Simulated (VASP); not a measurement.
A run of VASP 6.6.1:

POSCAR

```
BN
1.0
    2.4825689899      0.0000000000      0.0000000000
   -1.2412844949      2.1499678119      0.0000000000
    0.0000000000      0.0000000000      5.8043891717
B N
2 2
Direct
    0.3333333333      0.6666666667      0.2500000000
    0.6666666667      0.3333333333      0.7500000000
    0.3333333333      0.6666666667      0.7500000000
    0.6666666667      0.3333333333      0.2500000000
```

The input INCAR.step1:

```
ALGO = Normal
EDIFF = 1E-4
ENCUT = 520
GGA = PE
ISMEAR = 0
LASPH = True
LCHARG = False
LREAL = False
LWAVE = True
NBANDS = 16
NELM = 100
PREC = Accurate
SIGMA = 0.01
```

Contents of INCAR.step2:

```
ALGO = Normal
EDIFF = 1E-6
ENCUT = 520
ISIF = 2
ISMEAR = 0
ISTART = 1
LASPH = True
LCHARG = False
LMIXTAU = True
LREAL = False
LWAVE = False
METAGGA = R2SCAN
NBANDS = 16
NELM = 100
PREC = Accurate
SIGMA = 0.01
```

KPOINTS

```
k-points
0
Gamma
  10 10 4
```

Potentials or basis: VASP PAW PBE potentials, release 64 (B, N).

The run is started by

```sh
$ cat potpaw_PBE.64/B/POTCAR potpaw_PBE.64/N/POTCAR > POTCAR
$ cp INCAR.step1 INCAR
$ mpirun -np 1 vasp_std > vasp.out
$ cp INCAR.step2 INCAR
$ mpirun -np 1 vasp_std > vasp.out
```

Hardware: 1 thread of Intel(R) Xeon(R) 6975P-C (Granite Rapids), on a shared host.

Question: How long does it take, and how much memory?

Answer: Run time: 38 s on 1 thread of Intel(R) Xeon(R) 6975P-C (Granite Rapids), with other jobs on the host, peak memory 0.14 GiB. Counts: k points 42.
